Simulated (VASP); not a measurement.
# Cd5HgSe6 (P3m1) in VASP: a series of runs

Runs on Cd5HgSe6. Level: PBE. Tasks: single point.

Everything below comes from runs of VASP 6.6.1. Logs are shortened: lines on timing, memory, paths and dates and some standing lists are left out, and cuts for length are marked.

## Step 1: The cell of the first run

It takes space group P3m1 (No. 156, trigonal). Conventional cell: a = 4.391 Å, b = 4.391 Å, c = 21.501 Å, α = 90.00°, β = 90.00°, γ = 120.00°. Cd (site symmetry 3m) has 4 Se at 2.68 to 2.69 Å within 3.5 Å. Cd (site symmetry 3m) has 4 Se at 2.68 to 2.69 Å within 3.5 Å. Within 3.5 Å of Cd (site symmetry 3m) lie 4 Se at 2.68 to 2.69 Å. Within 3.5 Å of Cd (site symmetry 3m) lie 4 Se at 2.68 to 2.69 Å. Cd (site symmetry 3m) has 4 Se at 2.68 to 2.69 Å within 3.5 Å. Within 3.6 Å of Hg (site symmetry 3m) lie 4 Se at 2.70 to 2.71 Å. Se (site symmetry 3m) has 4 Cd at 2.68 to 2.69 Å within 3.5 Å. Within 3.5 Å of Se (site symmetry 3m) lie 3 Cd at 2.68 Å and 1 Hg at 2.71 Å.

## Step 2: Single point, PBE

The input, INCAR:

```
ALGO = Normal ; EDIFF = 1E-6
ENCUT = 520 ; GGA = PE
ISIF = 2 ; ISMEAR = 0
LASPH = True ; LCHARG = False
LREAL = False ; LWAVE = False
NBANDS = 66 ; NELM = 100
PREC = Accurate ; SIGMA = 0.1
```

The input, KPOINTS:

```
k-points
0
Gamma
  6 6 1
```

The input, POSCAR:

```
Cd5HgSe6
1.0
    4.3907438000      0.0000000000      0.0000000000
   -2.1953719000      3.8024957000      0.0000000000
    0.0000000000      0.0000000000     21.5005207000
Cd Hg Se
5 1 6
Direct
    0.3333333000      0.6666667000      0.0009460000
    0.3333333000      0.6666667000      0.6686480000
    0.6666667000      0.3333333000      0.1669760000
    0.6666667000      0.3333333000      0.5023680000
    0.6666667000      0.3333333000      0.8347890000
    0.3333333000      0.6666667000      0.3353630000
    0.3333333000      0.6666667000      0.1260380000
    0.3333333000      0.6666667000      0.4614540000
    0.3333333000      0.6666667000      0.7937320000
    0.6666667000      0.3333333000      0.2922580000
    0.6666667000      0.3333333000      0.6275530000
    0.6666667000      0.3333333000      0.9598740000
```

Potentials or basis: VASP PAW PBE potentials, release 64 (Cd, Hg, Se).

Started as:

```console
cat potpaw_PBE.64/Cd/POTCAR potpaw_PBE.64/Hg/POTCAR potpaw_PBE.64/Se/POTCAR > POTCAR
mpirun -np 1 vasp_std > vasp.out
```

OUTCAR:

```text
EDIFF = 1E-6
   ENCUT = 520
   GGA = PE
   ISIF = 2
   ISMEAR = 0
   LASPH = True
   LREAL = False
   NELM = 100
   PREC = Accurate

 ion  position               nearest neighbor table
   1  0.333  0.667  0.001-  12 2.68  12 2.68  12 2.68   7 2.69
   2  0.333  0.667  0.669-  11 2.68  11 2.68  11 2.68   9 2.69
   3  0.667  0.333  0.167-   7 2.68   7 2.68   7 2.68  10 2.69
   4  0.667  0.333  0.502-   8 2.68   8 2.68   8 2.68  11 2.69
   5  0.667  0.333  0.835-   9 2.68   9 2.68   9 2.68  12 2.69
   6  0.333  0.667  0.335-  10 2.70  10 2.70  10 2.70   8 2.71
   7  0.333  0.667  0.126-   3 2.68   3 2.68   3 2.68   1 2.69
   8  0.333  0.667  0.461-   4 2.68   4 2.68   4 2.68   6 2.71
   9  0.333  0.667  0.794-   5 2.68   5 2.68   5 2.68   2 2.69
  10  0.667  0.333  0.292-   3 2.69   6 2.70   6 2.70   6 2.70
  11  0.667  0.333  0.628-   2 2.68   2 2.68   2 2.68   4 2.69
  12  0.667  0.333  0.960-   1 2.68   1 2.68   1 2.68   5 2.69

  LATTYP: Found a hexagonal cell.
 ALAT       =     4.3907438000
 C/A-ratio  =     4.8967832512

  Lattice vectors:

 A1 = (   4.3907438000,   0.0000000000,   0.0000000000)
 A2 = (  -2.1953719000,   3.8024957000,   0.0000000000)
 A3 = (   0.0000000000,   0.0000000000,  21.5005207000)

Analysis of symmetry for initial positions (statically):
=====================================================================
 Subroutine PRICEL returns:
 Original cell was already a primitive cell.

 Routine SETGRP: Setting up the symmetry group for a
 hexagonal supercell.

 Subroutine GETGRP returns: Found  6 space group operations
 (whereof  6 operations were pure point group operations)
 out of a pool of 24 trial point group operations.

The static configuration has the point symmetry C_3v.

Analysis of symmetry for dynamics (positions and initial velocities):
=====================================================================
 Subroutine PRICEL returns:
 Original cell was already a primitive cell.

 Routine SETGRP: Setting up the symmetry group for a
 hexagonal supercell.

 Subroutine GETGRP returns: Found  6 space group operations
 (whereof  6 operations were pure point group operations)
 out of a pool of 24 trial point group operations.

The dynamic configuration has the point symmetry C_3v.

 Subroutine INISYM returns: Found  6 space group operations
 (whereof  6 operations are pure point group operations),
 and found     1 'primitive' translations

----------------------------------------------------------------------------------------

                                     Primitive cell

  volume of cell :     358.9681

  direct lattice vectors                    reciprocal lattice vectors
     4.390743800  0.000000000  0.000000000     0.227751845  0.131492588  0.000000000
    -2.195371900  3.802495700  0.000000000     0.000000000  0.262985176  0.000000000
     0.000000000  0.000000000 21.500520700     0.000000000  0.000000000  0.046510501

  length of vectors
     4.390743800  4.390743824 21.500520700     0.262985177  0.262985176  0.046510501

  position of ions in fractional coordinates (direct lattice)
     0.333333300  0.666666700  0.000946000
     0.333333300  0.666666700  0.668648000
     0.666666700  0.333333300  0.166976000
     0.666666700  0.333333300  0.502368000
     0.666666700  0.333333300  0.834789000
     0.333333300  0.666666700  0.335363000
     0.333333300  0.666666700  0.126038000
     0.333333300  0.666666700  0.461454000
     0.333333300  0.666666700  0.793732000
     0.666666700  0.333333300  0.292258000
     0.666666700  0.333333300  0.627553000
     0.666666700  0.333333300  0.959874000

  ion indices of the primitive-cell ions
   primitive index   ion index
                 1           1
                 2           2
                 3           3
                 4           4
                 5           5
                 6           6
                 7           7
                 8           8
                 9           9
                10          10
                11          11
                12          12

----------------------------------------------------------------------------------------

 KPOINTS: k-points

Automatic generation of k-mesh.
 Grid dimensions read from file:
 generate k-points for:    6    6    1

 Generating k-lattice:

  Cartesian coordinates                     Fractional coordinates (reciprocal lattice)
     0.037958641  0.021915431  0.000000000     0.166666667  0.000000000  0.000000000
     0.000000000  0.043830863  0.000000000     0.000000000  0.166666667  0.000000000
     0.000000000  0.000000000  0.046510501     0.000000000  0.000000000  1.000000000

  Length of vectors
     0.043830863  0.043830863  0.046510501

  Shift w.r.t. Gamma in fractional coordinates (k-lattice)
     0.000000000  0.000000000  0.000000000

 Subroutine IBZKPT returns following result:
 ===========================================

 Found      7 irreducible k-points:

 Following reciprocal coordinates:
            Coordinates               Weight
  0.000000  0.000000  0.000000      1.000000
  0.166667 -0.000000  0.000000      6.000000
  0.333333  0.000000  0.000000      6.000000
  0.500000  0.000000  0.000000      3.000000
  0.166667  0.166667  0.000000      6.000000
  0.333333  0.166667  0.000000     12.000000
  0.333333  0.333333  0.000000      2.000000
   k-points           NKPTS =      7   k-points in BZ     NKDIM =      7   number of bands    NBANDS=     66
   number of dos      NEDOS =    301   number of ions     NIONS =     12
   total plane-waves  NPLWV = 207360
   dimension x,y,z NGX =    36 NGY =   36 NGZ =  160
   dimension x,y,z NGXF=    72 NGYF=   72 NGZF=  320
   ions per type =               5   1   6
   NGX,Y,Z   is equivalent  to a cutoff of  13.63, 13.63, 12.37 a.u.
   NGXF,Y,Z  is equivalent  to a cutoff of  27.26, 27.26, 24.74 a.u.
 SYSTEM =  unknown system
   PREC   = accura    normal or accurate (medium, high low for compatibility)
   ISTART =      0    job   : 0-new  1-cont  2-samecut
   ICHARG =      2    charge: 1-file 2-atom 10-const
   ISPIN  =      1    spin polarized calculation?
   LNONCOLLINEAR =      F non collinear calculations
   LSORBIT =      F    spin-orbit coupling
   LASPH  =      T    aspherical Exc in radial PAW
   ENCUT  =  520.0 eV  38.22 Ry    6.18 a.u.   8.16  8.16 39.98*2*pi/ulx,y,z
   NELM   =    100;   NELMIN=  2; NELMDL= -5     # of ELM steps
   EDIFF  = 0.1E-05   stopping-criterion for ELM
   LREAL  =      F    real-space projection
   EDIFFG = 0.1E-04   stopping-criterion for IOM
   NSW    =      0    number of steps for IOM
   IBRION =     -1    ionic relax: 0-MD 1-quasi-New 2-CG
   NFREE  =      0    steps in history (QN), initial steepest desc. (CG)
   ISIF   =      2    stress and relaxation
   ISYM   =      2    0-nonsym 1-usesym 2-fastsym
   POTIM  = 0.5000    time-step for ionic-motion
   TEBEG  =    0.0;   TEEND  =   0.0 temperature during run
   PSTRESS=    0.0 pullay stress
   NELECT =     108.0000    total number of electrons
   NUPDOWN=      -1.0000    fix difference up-down
   EMIN   =  10.00;   EMAX   =-10.00  energy-range for DOS
   EFERMI =   0.00;   METHOD = LEGACY
   ISMEAR =     0;   SIGMA  =   0.10  broadening in eV -4-tet -1-fermi 0-gaus
   EFERMI_NEDOS =   21; number of points for ismear=-14 and -15
   IALGO  =     38    algorithm
   IMIX   =      4    mixing-type and parameters
     AMIX     =   0.40;   BMIX     =  1.00
     AMIX_MAG =   1.60;   BMIX_MAG =  1.00
  volume/ion in A,a.u.               =      29.91       201.87
  Fermi-wavevector in a.u.,A,eV,Ry     =   1.096977  2.072986 16.372684  1.203358
  Thomas-Fermi vector in A             =   2.233329
   LORBIT       =      0    0 simple, 1 ext, 2 COOP (PROOUT), +10 PAW based schemes
   GGA     = PE    functional components
   LHFCALC =     F    Hartree Fock is set to
   AEXX    =    0.0000 exact exchange contribution
   IVDW    =     0    specifies the selected vdW correction
   LEPSILON=     F    determine dielectric tensor
   LRPA    =     F    only Hartree local field effects (RPA)
 non-spin polarized calculation
 Gauss-broadening in eV      SIGMA  =   0.10
  energy-cutoff  :      520.00
  volume of cell :      358.97
 maximum number of plane-waves:      9686
 NGX is ok and might be reduce to    36
   NGX = 17   NGY = 17   NGZ = 79

 number of electron     108.0000019 magnetization

 Free energy of the ion-electron system (eV)
  ---------------------------------------------------
  ext. energy  EPLUGINS =         0.00000000
  ---------------------------------------------------
  free energy    TOTEN  =       -31.52413650 eV

  energy without entropy =      -31.52147579  energy(sigma->0) =      -31.52280615

 E-fermi :   0.7728     XC(G=0):  -8.6275

 val. band max:        0.6861882478   @ k =   0.0000   0.0000   0.0000
 cond. band min:       0.8269632357   @ k =   0.0000   0.0000   0.0000
 fundamental gap:      0.1407749879
 Fermi energy:         0.7727543188

 k-point     1 :       0.0000    0.0000    0.0000
  band No.  band energies     occupation
      1     -11.8640      2.00000
      2     -11.7217      2.00000
      3     -11.6937      2.00000
      4     -11.5652      2.00000
      5     -11.5267      2.00000
      6     -11.4495      2.00000
[... 58 lines left out ...]
     65       6.5348      0.00000
     66       6.5378      0.00000

 k-point     2 :       0.1667   -0.0000    0.0000
  band No.  band energies     occupation
      1     -11.7869      2.00000
      2     -11.6549      2.00000
      3     -11.6313      2.00000
      4     -11.5192      2.00000
      5     -11.4838      2.00000
      6     -11.4161      2.00000
[... 334 lines left out ...]
     65       5.9929      0.00000
     66       6.3810      0.00000

 k-point     7 :       0.3333    0.3333    0.0000
  band No.  band energies     occupation
      1     -11.4729      2.00000
      2     -11.4021      2.00000
      3     -11.3784      2.00000
      4     -11.3619      2.00000
      5     -11.3560      2.00000
      6     -11.3559      2.00000
[... 58 lines left out ...]
     65       6.6883      0.00000
     66       6.7198      0.00000

------------------------ aborting loop because EDIFF is reached ----------------------------------------

  FORCE on cell =-STRESS in cart. coord.  units (eV):
  Direction    XX          YY          ZZ          XY          YZ          ZX
  --------------------------------------------------------------------------------------
  -------------------------------------------------------------------------------------
  Total        0.5706710      0.5706710      0.5680365     -0.0000000      0.0000000      0.0000000
  in kB        2.5470680      2.5470681      2.5353096     -0.0000000      0.0000000      0.0000000
  external PRESSURE =       2.5431486 kB  Pullay stress =       0.0000000 kB

 VOLUME and BASIS-vectors are now :
 -----------------------------------------------------------------------------
  energy-cutoff  :      520.00
  volume of cell :      358.97
      direct lattice vectors                 reciprocal lattice vectors
     4.390743800  0.000000000  0.000000000     0.227751845  0.131492588  0.000000000
    -2.195371900  3.802495700  0.000000000     0.000000000  0.262985176  0.000000000
     0.000000000  0.000000000 21.500520700     0.000000000  0.000000000  0.046510501

 POSITION                                       TOTAL-FORCE (eV/Angst)
 -----------------------------------------------------------------------------------
     -0.00000      2.53500      0.02034         0.000000      0.000000     -0.005113
     -0.00000      2.53500     14.37628         0.000000      0.000000      0.002160
      2.19537      1.26750      3.59007         0.000000      0.000000     -0.003455
      2.19537      1.26750     10.80117         0.000000     -0.000000      0.006652
      2.19537      1.26750     17.94840         0.000000      0.000000     -0.000873
     -0.00000      2.53500      7.21048         0.000000      0.000000      0.011700
     -0.00000      2.53500      2.70988        -0.000000      0.000000      0.005547
     -0.00000      2.53500      9.92150        -0.000000     -0.000000     -0.007015
     -0.00000      2.53500     17.06565         0.000000     -0.000000     -0.000026
      2.19537      1.26750      6.28370        -0.000000      0.000000     -0.007078
      2.19537      1.26750     13.49272        -0.000000      0.000000     -0.005687
      2.19537      1.26750     20.63779        -0.000000      0.000000      0.003188
 -----------------------------------------------------------------------------------
    total drift:                                0.000005     -0.000003     -0.000546

  FREE ENERGIE OF THE ION-ELECTRON SYSTEM (eV)
  ---------------------------------------------------
  free  energy   TOTEN  =       -31.5241365032 eV

  energy  without entropy=      -31.5214757899  energy(sigma->0) =      -31.52280615
```

Run time: 9 min. Hardware: 1 thread of AMD EPYC 7R13 (Zen 3), shared host; peak memory 0.49 GiB.

What came out:

```yaml
Free_energy: -31.5241 eV
Pressure: 0.3 GPa
Largest_force: 0.012 eV/Å
Band_gap_on_the_k_mesh: 0.14 eV, direct
```

Forces in eV/Å, atoms in the order of the input:
```
Cd   0.000  0.000 -0.005
Cd   0.000  0.000  0.002
Cd   0.000  0.000 -0.003
Cd   0.000  0.000  0.007
Cd   0.000  0.000 -0.001
Hg   0.000  0.000  0.012
Se   0.000  0.000  0.006
Se   0.000  0.000 -0.007
Se   0.000  0.000  0.000
Se   0.000  0.000 -0.007
Se   0.000  0.000 -0.006
Se   0.000  0.000  0.003
```

Levels at points of the mesh, in eV from the valence-band top:
| k point | band 51 | band 52 | band 53 | band 54 | band 55 | band 56 | band 57 | band 58 |
| --- | --- | --- | --- | --- | --- | --- | --- | --- |
| (0.00, 0.00, 0.00) | -0.26 | -0.14 | 0.00 | 0.00 | 0.14 | 1.38 | 1.74 | 1.90 |
| (0.50, 0.00, 0.00) | -1.12 | -1.07 | -1.05 | -0.78 | 2.12 | 2.55 | 2.80 | 3.02 |

Caveat: spin-orbit coupling is left out, which moves the levels of the heavy elements.

## Step 3: Single point, PBE

The input, INCAR:

```
SYSTEM = Cd5HgSe6
  PREC = Accurate
  ENCUT = 520
  EDIFF = 1E-6
  ISMEAR = 0
  SIGMA = 0.2
  LREAL = .False.
  LASPH = .True.
  NELM = 100
  ALGO = Normal
  ISIF = 2
  LWAVE = .False.
  LCHARG = .False.
  GGA = PE
  NBANDS = 66
```

The input, KPOINTS:

```
regular mesh
0
Gamma
  6 6 1
  0 0 0
```

The input, POSCAR:

```
Cd5HgSe6
1.0
    4.3907438160      0.0000000000      0.0000000000
   -2.1953719080      3.8024956862      0.0000000000
    0.0000000000      0.0000000000     21.5005207000
Cd Hg Se
5 1 6
Direct
    0.3333333333      0.6666666667      0.0009460000
    0.3333333333      0.6666666667      0.6686480000
    0.6666666667      0.3333333333      0.1669760000
    0.6666666667      0.3333333333      0.5023680000
    0.6666666667      0.3333333333      0.8347890000
    0.3333333333      0.6666666667      0.3353630000
    0.3333333333      0.6666666667      0.1260380000
    0.3333333333      0.6666666667      0.4614540000
    0.3333333333      0.6666666667      0.7937320000
    0.6666666667      0.3333333333      0.2922580000
    0.6666666667      0.3333333333      0.6275530000
    0.6666666667      0.3333333333      0.9598740000
```

Potentials or basis: VASP PAW PBE potentials, release 64 (Cd, Hg, Se).

Started as:

```console
cat potpaw_PBE.64/Cd/POTCAR potpaw_PBE.64/Hg/POTCAR potpaw_PBE.64/Se/POTCAR > POTCAR
mpirun -np 1 vasp_std > vasp.out
```

Wall time 12 min (1 thread of AMD EPYC 7R13 (Zen 3), shared host); peak memory 0.48 GiB.

Results (log left out):

- Free energy: -31.5278 eV
- Pressure: 0.3 GPa
- Largest force: 0.014 eV/Å
- Band gap on the k mesh: 0.15 eV, direct

Forces in eV/Å, atoms in the order of the input:
```
Cd   0.000  0.000 -0.008
Cd   0.000  0.000  0.005
Cd   0.000  0.000 -0.008
Cd   0.000  0.000  0.013
Cd   0.000  0.000  0.000
Hg   0.000  0.000  0.014
Se   0.000  0.000  0.009
Se   0.000  0.000 -0.012
Se   0.000  0.000 -0.002
Se   0.000  0.000 -0.004
Se   0.000  0.000 -0.010
Se   0.000  0.000  0.004
```

Levels at points of the mesh, in eV from the valence-band top:
| k point | band 51 | band 52 | band 53 | band 54 | band 55 | band 56 | band 57 | band 58 |
| --- | --- | --- | --- | --- | --- | --- | --- | --- |
| (0.00, 0.00, 0.00) | -0.24 | -0.13 | 0.00 | 0.00 | 0.15 | 1.39 | 1.75 | 1.90 |
| (0.50, 0.00, 0.00) | -1.11 | -1.07 | -1.04 | -0.77 | 2.12 | 2.57 | 2.81 | 3.03 |

Caveat: spin-orbit coupling is left out, which moves the levels of the heavy elements.
